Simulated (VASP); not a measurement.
Set up this calculation in VASP 6.6.1, as the native input.

```yaml
Task: single point
Functional: HSE06
Potentials_or_basis: VASP PAW PBE potentials, release 64 (Li_sv, Cl)
Cutoff: 520 eV
k_mesh: 4 × 4 × 4
Occupations: gaussian, width 0.5 eV
Spin: no spin polarisation
Dipole_correction: no
Grid_for_exact_exchange_PRECFOCK: Normal
Further_INCAR_settings: ALGO = Normal; EDIFF = 1e-07; NBANDS = 12
Screening_parameter: 0.2079 1/Å
```

LiCl:

```
Li Cl
1.0
     0.00000    2.55603    2.55603
     2.55603    0.00000    2.55603
     2.55603    2.55603    0.00000
Li Cl
1 1
Direct
  0.00000 0.00000 0.00000
  0.50000 0.50000 0.50000
```

The input as run:

POSCAR

```
LiCl
1.0
    0.0000000000      2.5560252063      2.5560252063
    2.5560252063      0.0000000000      2.5560252063
    2.5560252063      2.5560252063      0.0000000000
Li Cl
1 1
Direct
    0.0000000000      0.0000000000      0.0000000000
    0.5000000000      0.5000000000      0.5000000000
```

INCAR.step1

```
  PREC = Accurate
  ENCUT = 520
  EDIFF = 1E-5
  ISMEAR = 0
  SIGMA = 0.5
  LREAL = False
  LASPH = True
  NELM = 60
  ALGO = Normal
  ISIF = 2
  LWAVE = True
  LCHARG = False
  NBANDS = 12
  GGA = PE
```

INCAR.step2

```
  PREC = Accurate
  ENCUT = 520
  EDIFF = 1E-7
  ISMEAR = 0
  SIGMA = 0.5
  LREAL = False
  LASPH = True
  NELM = 60
  ALGO = Normal
  ISIF = 2
  LWAVE = False
  LCHARG = False
  GGA = PE
  LHFCALC = True
  HFSCREEN = 0.2079
  PRECFOCK = Normal
  NBANDS = 12
  ISTART = 1
```

KPOINTS

```
Automatic mesh
0
Gamma
  4 4 4
```

Potentials or basis: VASP PAW PBE potentials, release 64 (Li_sv, Cl).

The run is started by

```sh
$ cat potpaw_PBE.64/Li_sv/POTCAR potpaw_PBE.64/Cl/POTCAR > POTCAR
$ cp INCAR.step1 INCAR
$ mpirun -np 1 vasp_std > vasp.out
$ cp INCAR.step2 INCAR
$ mpirun -np 1 vasp_std > vasp.out
```

It gave:

The band gap on the k mesh is 7.80 eV, direct.

Caveat: the k points lie up to 0.53 Å⁻¹ apart.

Wall time 68 s on 1 thread of Intel(R) Xeon(R) 6975P-C (Granite Rapids), on a shared host, peak memory 0.25 GiB.
